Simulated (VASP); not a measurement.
# TaAg2 (Pnnm) in VASP: single point with PBE

Aim: the single point of TaAg2 with PBE.

Program: VASP 6.6.1. These are calculated values, not measurements. Logs are shortened: lines on timing, memory, paths and dates and some standing lists are left out, and cuts for length are marked.

## Step 1: The cell of the first run

The typed cell holds 6 atoms: a = 8.177 Å, b = 4.883 Å, c = 2.736 Å, α = 90.00°, β = 90.00°, γ = 90.00°.

## Step 2: Single point, PBE

INCAR

```
SYSTEM = TaAg2
PREC     = Accurate       ! precision mode
ENCUT    = 520            ! plane-wave cutoff, eV
EDIFF    = 1E-6           ! SCF threshold, eV
ISMEAR   = 0              ! smearing method
SIGMA    = 0.1            ! smearing width, eV
LREAL    = .False.        ! projectors in reciprocal space
LASPH    = .True.         ! aspherical terms in the spheres
NELM     = 80             ! most SCF steps
ALGO     = Fast           ! electronic algorithm
ISIF     = 2              ! what is computed and relaxed
LWAVE    = .False.        ! write WAVECAR
LCHARG   = .False.        ! write CHGCAR
GGA      = PE             ! functional
NBANDS   = 42             ! bands
```

KPOINTS

```
Automatic mesh
0
Gamma
  4 4 6
  0 0 0
```

POSCAR

```
TaAg2
1.0
    8.1767754910      0.0000000000      0.0000000000
    0.0000000000      4.8834791941      0.0000000000
    0.0000000000      0.0000000000      2.7359354586
Ta Ag
2 4
Direct
    0.5000000000      0.5000000000      0.5000000000
    0.0000000000      0.0000000000      0.0000000000
    0.3216253102      1.0001627562      0.5000000000
    0.8216253102      0.4998372438      0.0000000000
    0.6783746898     -0.0001627562      0.5000000000
    0.1783746898      0.5001627562      0.0000000000
```

Potentials or basis: VASP PAW PBE potentials, release 64 (Ta_pv, Ag).

Command:

```console
> cat potpaw_PBE.64/Ta_pv/POTCAR potpaw_PBE.64/Ag/POTCAR > POTCAR
> mpirun -np 1 vasp_std > vasp.out
```

OUTCAR:

```text
SYSTEM = TaAg2
   PREC = Accurate
   ENCUT = 520
   EDIFF = 1E-6
   ISMEAR = 0
   LREAL = .False.
   LASPH = .True.
   NELM = 80
   ISIF = 2
   GGA = PE

 ion  position               nearest neighbor table
   1  0.500  0.500  0.500-   3 2.84   5 2.84   3 2.84   5 2.84   6 2.96   4 2.96   6 2.96   4 2.96

   2  0.000  0.000  0.000-   4 2.84   6 2.84   6 2.84   4 2.84   3 2.96   3 2.96   5 2.96   5 2.96

   3  0.322  0.000  0.500-   1 2.84   1 2.84   5 2.92   2 2.96   2 2.96   6 3.03   6 3.03   6 3.03
                             6 3.03
   4  0.822  0.500  0.000-   2 2.84   2 2.84   6 2.92   1 2.96   1 2.96   5 3.03   5 3.03   5 3.03
                             5 3.03
   5  0.678  1.000  0.500-   1 2.84   1 2.84   3 2.92   2 2.96   2 2.96   4 3.03   4 3.03   4 3.03
                             4 3.03
   6  0.178  0.500  0.000-   2 2.84   2 2.84   4 2.92   1 2.96   1 2.96   3 3.03   3 3.03   3 3.03
                             3 3.03

  LATTYP: Found a simple orthorhombic cell.
 ALAT       =     2.7359354586
 B/A-ratio  =     1.7849394724
 C/A-ratio  =     2.9886580348

  Lattice vectors:

 A1 = (   0.0000000000,   0.0000000000,  -2.7359354586)
 A2 = (   0.0000000000,   4.8834791941,   0.0000000000)
 A3 = (   8.1767754910,   0.0000000000,   0.0000000000)

Analysis of symmetry for initial positions (statically):
=====================================================================
 Subroutine PRICEL returns:
 Original cell was already a primitive cell.

 Routine SETGRP: Setting up the symmetry group for a
 simple orthorhombic supercell.

 Subroutine GETGRP returns: Found  8 space group operations
 (whereof  4 operations were pure point group operations)
 out of a pool of  8 trial point group operations.

The static configuration has the point symmetry C_2h.
 The point group associated with its full space group is D_2h.

Analysis of symmetry for dynamics (positions and initial velocities):
=====================================================================
 Subroutine PRICEL returns:
 Original cell was already a primitive cell.

 Routine SETGRP: Setting up the symmetry group for a
 simple orthorhombic supercell.

 Subroutine GETGRP returns: Found  8 space group operations
 (whereof  4 operations were pure point group operations)
 out of a pool of  8 trial point group operations.

The dynamic configuration has the point symmetry C_2h.
 The point group associated with its full space group is D_2h.

 Subroutine INISYM returns: Found  8 space group operations
 (whereof  4 operations are pure point group operations),
 and found     1 'primitive' translations

----------------------------------------------------------------------------------------

                                     Primitive cell

  volume of cell :     109.2489

  direct lattice vectors                    reciprocal lattice vectors
     8.176775491  0.000000000  0.000000000     0.122297598  0.000000000  0.000000000
     0.000000000  4.883479194  0.000000000     0.000000000  0.204772041  0.000000000
     0.000000000  0.000000000  2.735935459     0.000000000  0.000000000  0.365505698

  length of vectors
     8.176775491  4.883479194  2.735935459     0.122297598  0.204772041  0.365505698

  position of ions in fractional coordinates (direct lattice)
     0.500000000  0.500000000  0.500000000
     0.000000000  0.000000000  0.000000000
     0.321625310  0.000162756  0.500000000
     0.821625310  0.499837244  0.000000000
     0.678374690  0.999837244  0.500000000
     0.178374690  0.500162756  0.000000000

  ion indices of the primitive-cell ions
   primitive index   ion index
                 1           1
                 2           2
                 3           3
                 4           4
                 5           5
                 6           6

----------------------------------------------------------------------------------------

 KPOINTS: Automatic mesh

Automatic generation of k-mesh.
 Grid dimensions read from file:
 generate k-points for:    4    4    6

 Generating k-lattice:

  Cartesian coordinates                     Fractional coordinates (reciprocal lattice)
     0.030574399  0.000000000  0.000000000     0.250000000  0.000000000  0.000000000
     0.000000000  0.051193010  0.000000000     0.000000000  0.250000000  0.000000000
     0.000000000  0.000000000  0.060917616     0.000000000  0.000000000  0.166666667

  Length of vectors
     0.030574399  0.051193010  0.060917616

  Shift w.r.t. Gamma in fractional coordinates (k-lattice)
     0.000000000  0.000000000  0.000000000

 Subroutine IBZKPT returns following result:
 ===========================================

 Found     36 irreducible k-points:

 Following reciprocal coordinates:
            Coordinates               Weight
  0.000000  0.000000  0.000000      1.000000
  0.250000  0.000000  0.000000      2.000000
  0.500000  0.000000  0.000000      1.000000
  0.000000  0.250000  0.000000      2.000000
  0.250000  0.250000  0.000000      4.000000
  0.500000  0.250000  0.000000      2.000000
[... 16 lines left out ...]
  0.250000  0.250000  0.333333      8.000000
  0.500000  0.250000  0.333333      4.000000
 [... further k-points ...]
   k-points           NKPTS =     36   k-points in BZ     NKDIM =     36   number of bands    NBANDS=     42
   number of dos      NEDOS =    301   number of ions     NIONS =      6
   total plane-waves  NPLWV =  46080
   dimension x,y,z NGX =    64 NGY =   36 NGZ =   20
   dimension x,y,z NGXF=   128 NGYF=   72 NGZF=   40
   ions per type =               2   4
   NGX,Y,Z   is equivalent  to a cutoff of  13.01, 12.26, 12.15 a.u.
   NGXF,Y,Z  is equivalent  to a cutoff of  26.02, 24.51, 24.31 a.u.
 SYSTEM =  TaAg2
   PREC   = accura    normal or accurate (medium, high low for compatibility)
   ISTART =      0    job   : 0-new  1-cont  2-samecut
   ICHARG =      2    charge: 1-file 2-atom 10-const
   ISPIN  =      1    spin polarized calculation?
   LNONCOLLINEAR =      F non collinear calculations
   LSORBIT =      F    spin-orbit coupling
   LASPH  =      T    aspherical Exc in radial PAW
   ENCUT  =  520.0 eV  38.22 Ry    6.18 a.u.  15.20  9.08  5.09*2*pi/ulx,y,z
   NELM   =     80;   NELMIN=  2; NELMDL= -5     # of ELM steps
   EDIFF  = 0.1E-05   stopping-criterion for ELM
   LREAL  =      F    real-space projection
   EDIFFG = 0.1E-04   stopping-criterion for IOM
   NSW    =      0    number of steps for IOM
   IBRION =     -1    ionic relax: 0-MD 1-quasi-New 2-CG
   NFREE  =      0    steps in history (QN), initial steepest desc. (CG)
   ISIF   =      2    stress and relaxation
   ISYM   =      2    0-nonsym 1-usesym 2-fastsym
   POTIM  = 0.5000    time-step for ionic-motion
   TEBEG  =    0.0;   TEEND  =   0.0 temperature during run
   PSTRESS=    0.0 pullay stress
   NELECT =      66.0000    total number of electrons
   NUPDOWN=      -1.0000    fix difference up-down
   EMIN   =  10.00;   EMAX   =-10.00  energy-range for DOS
   EFERMI =   0.00;   METHOD = LEGACY
   ISMEAR =     0;   SIGMA  =   0.10  broadening in eV -4-tet -1-fermi 0-gaus
   EFERMI_NEDOS =   21; number of points for ismear=-14 and -15
   IALGO  =     68    algorithm
   IMIX   =      4    mixing-type and parameters
     AMIX     =   0.40;   BMIX     =  1.00
     AMIX_MAG =   1.60;   BMIX_MAG =  1.00
  volume/ion in A,a.u.               =      18.21       122.87
  Fermi-wavevector in a.u.,A,eV,Ry     =   1.383939  2.615266 26.059077  1.915288
  Thomas-Fermi vector in A             =   2.508490
   LORBIT       =      0    0 simple, 1 ext, 2 COOP (PROOUT), +10 PAW based schemes
   GGA     = PE    functional components
   LHFCALC =     F    Hartree Fock is set to
   AEXX    =    0.0000 exact exchange contribution
   IVDW    =     0    specifies the selected vdW correction
   LEPSILON=     F    determine dielectric tensor
   LRPA    =     F    only Hartree local field effects (RPA)
 non-spin polarized calculation
 RMM-DIIS sequential band-by-band and
 Gauss-broadening in eV      SIGMA  =   0.10
  energy-cutoff  :      520.00
  volume of cell :      109.25
 maximum number of plane-waves:      2980
 NGX is ok and might be reduce to    64
   NGX = 31   NGY = 19   NGZ = 11

 number of electron      66.0000014 magnetization

 Free energy of the ion-electron system (eV)
  ---------------------------------------------------
  ext. energy  EPLUGINS =         0.00000000
  ---------------------------------------------------
  free energy    TOTEN  =       -31.38074947 eV

  energy without entropy =      -31.35837929  energy(sigma->0) =      -31.36956438

 E-fermi :   7.4298     XC(G=0): -12.1135

 val. band max:        7.4272080271   @ k =   0.0000   0.2500   0.3333
 cond. band min:       7.4418408616   @ k =   0.0000   0.0000   0.3333
 fundamental gap:      0.0146328345
 Fermi energy:         7.4297890080

 k-point     1 :       0.0000    0.0000    0.0000
  band No.  band energies     occupation
      1     -27.6151      2.00000
      2     -27.6145      2.00000
      3     -27.5955      2.00000
      4     -27.5915      2.00000
      5     -26.6049      2.00000
      6     -26.6047      2.00000
[... 34 lines left out ...]
     41      11.2477      0.00000
     42      11.5229      0.00000

 k-point     2 :       0.2500    0.0000    0.0000
  band No.  band energies     occupation
      1     -27.6150      2.00000
      2     -27.6145      2.00000
      3     -27.5949      2.00000
      4     -27.5921      2.00000
      5     -26.6048      2.00000
      6     -26.6047      2.00000
[... 34 lines left out ...]
     41      11.2929      0.00000
     42      11.3266      0.00000

 k-point     3 :       0.5000    0.0000    0.0000
  band No.  band energies     occupation
      1     -27.6148      2.00000
      2     -27.6148      2.00000
      3     -27.5935      2.00000
      4     -27.5935      2.00000
      5     -26.6048      2.00000
      6     -26.6048      2.00000
[... 897 lines left out ...]
      4     -27.4947      2.00000
      5     -27.4633      2.00000
      6     -27.4632      2.00000
[... 34 lines left out ...]
     41      10.8897      0.00000
     42      12.6885      0.00000

 k-point    24 :       0.5000    0.2500    0.3333
  band No.  band energies     occupation
      1     -27.5211      2.00000
      2     -27.5211      2.00000
      3     -27.4952      2.00000
      4     -27.4952      2.00000
      5     -27.4633      2.00000
      6     -27.4633      2.00000
[... 34 lines left out ...]
     41      11.7462      0.00000
     42      11.7462      0.00000

 [... further k-points ...]
[... 5 lines left out ...]
  --------------------------------------------------------------------------------------
  -------------------------------------------------------------------------------------
  Total        0.0752658     -0.0546437     -0.0908367      0.0000000      0.0000000      0.0000000
  in kB        1.1038022     -0.8013699     -1.3321548      0.0000000      0.0000000      0.0000000
  external PRESSURE =      -0.3432408 kB  Pullay stress =       0.0000000 kB

 VOLUME and BASIS-vectors are now :
 -----------------------------------------------------------------------------
  energy-cutoff  :      520.00
  volume of cell :      109.25
      direct lattice vectors                 reciprocal lattice vectors
     8.176775491  0.000000000  0.000000000     0.122297598  0.000000000  0.000000000
     0.000000000  4.883479194  0.000000000     0.000000000  0.204772041  0.000000000
     0.000000000  0.000000000  2.735935459     0.000000000  0.000000000  0.365505698

 POSITION                                       TOTAL-FORCE (eV/Angst)
 -----------------------------------------------------------------------------------
      4.08839      2.44174      1.36797        -0.000000      0.000000      0.000000
      0.00000      0.00000      0.00000        -0.000000      0.000000      0.000000
      2.62986      0.00079      1.36797        -0.005642     -0.002544      0.000000
      6.71825      2.44094      0.00000        -0.005642      0.002544      0.000000
      5.54692      4.88268      1.36797         0.005642      0.002544      0.000000
      1.45853      2.44253      0.00000         0.005642     -0.002544      0.000000
 -----------------------------------------------------------------------------------
    total drift:                                0.000000      0.000000     -0.000000

  FREE ENERGIE OF THE ION-ELECTRON SYSTEM (eV)
  ---------------------------------------------------
  free  energy   TOTEN  =       -31.3807494709 eV

  energy  without entropy=      -31.3583792852  energy(sigma->0) =      -31.36956438
```

Run time: 64 s. Hardware: 1 thread of Intel Xeon 6975P-C (Granite Rapids), shared host; peak memory 0.28 GiB.

What came out:

* Free energy: -31.3807 eV
* Pressure: 0.0 GPa
* Largest force: 0.006 eV/Å
* Band gap on the k mesh: zero (band 33 reaches 8.68 eV, above the bottom of band 34 at 5.78 eV)

Forces in eV/Å, atoms in the order of the input:
```
Ta   0.000  0.000  0.000
Ta   0.000  0.000  0.000
Ag  -0.006 -0.003  0.000
Ag  -0.006  0.003  0.000
Ag   0.006  0.003  0.000
Ag   0.006 -0.003  0.000
```

Levels at points of the mesh, in eV from the Fermi level:
| k point | band 32 | band 33 | band 34 | band 35 | band 36 | band 37 |
| --- | --- | --- | --- | --- | --- | --- |
| (0.00, 0.00, 0.00) | -2.12 | -1.60 | -0.63 | 0.37 | 0.93 | 3.40 |
| (0.50, 0.00, 0.00) | -2.36 | -1.65 | -1.65 | 1.63 | 1.63 | 2.71 |
| (0.00, 0.50, 0.00) | -3.07 | -1.27 | -1.27 | 0.60 | 0.60 | 1.25 |
| (0.50, 0.50, 0.00) | -2.28 | -0.26 | -0.26 | 0.49 | 0.49 | 0.61 |
| (0.00, 0.00, 0.50) | -0.94 | -0.19 | -0.19 | 0.85 | 0.85 | 2.72 |
| (0.50, 0.00, 0.50) | -0.39 | -0.30 | -0.30 | 0.84 | 0.84 | 1.15 |
| (0.00, 0.50, 0.50) | 0.54 | 1.25 | 1.25 | 1.59 | 1.59 | 1.88 |
| (0.50, 0.50, 0.50) | -0.41 | 1.01 | 1.01 | 1.62 | 1.62 | 2.31 |

Caveat: the k points lie up to 0.38 Å⁻¹ apart; spin-orbit coupling is left out, which moves the levels of the heavy elements.
